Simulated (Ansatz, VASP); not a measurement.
# One calculation of Ru, two programs

The input INCAR:

```
PREC = Accurate
ENCUT = 500
EDIFF = 1E-6
ISMEAR = -1
SIGMA = 0.1
LREAL = F
LASPH = T
NELM = 120
ALGO = Normal
ISIF = 2
LWAVE = F
LCHARG = F
GGA = RP
NBANDS = 13
GGA_COMPAT = F
```

KPOINTS

```
regular mesh
0
Gamma
  9 9 9
```

Contents of POSCAR:

```
Ru
1.0
    0.0000000000      1.9150000000      1.9150000000
    1.9150000000      0.0000000000      1.9150000000
    1.9150000000      1.9150000000      0.0000000000
Ru
1
Direct
    0.0000000000      0.0000000000      0.0000000000
```

Contents of input.yaml:

```yaml
crystal:
  lattice:
    - [0.0, 1.915, 1.915]
    - [1.915, 0.0, 1.915]
    - [1.915, 1.915, 0.0]
  atoms:
    - { symbol: Ru, position: [0.0, 0.0, 0.0] }
hamiltonian:
  xc: rpbe
  pseudopotentials: { kind: paw, source: jth }
kpoints:
  mp_grid: { grid: [9, 9, 9] }
scf:
  occupations: { method: fermi_dirac, width: 0.1 }
output:
  forces: true
  stress: true
  eigenvalues: true
```

Alike in both runs: task single point; functional RPBE; k mesh 9 × 9 × 9; occupations fermi-dirac, width 0.1 eV; no spin polarisation.

|  | VASP | Ansatz |
| --- | --- | --- |
| version | VASP 6.6.1 | Ansatz 0.2.0 |
| potentials or method | VASP PAW PBE potentials, release 64 (Ru_pv) | JTH PAW |
| plane-wave cutoff (eV) | 500 | 1800 |
| valence electrons in the cell | 14 | 16 |

```tsv
	VASP	Ansatz	Ansatz less VASP
gap on the k mesh at the Fermi level (eV)	none	none	-
pressure (GPa)	-0.1	-0.2	-0.12
```

VASP's potentials were made for PBE, not for RPBE. A gap of «none» marks a metal or a gap that the smearing closes. VASP's potentials hold 14 valence electrons a cell and Ansatz's 16, so a difference there can come from the potentials and not from the codes.
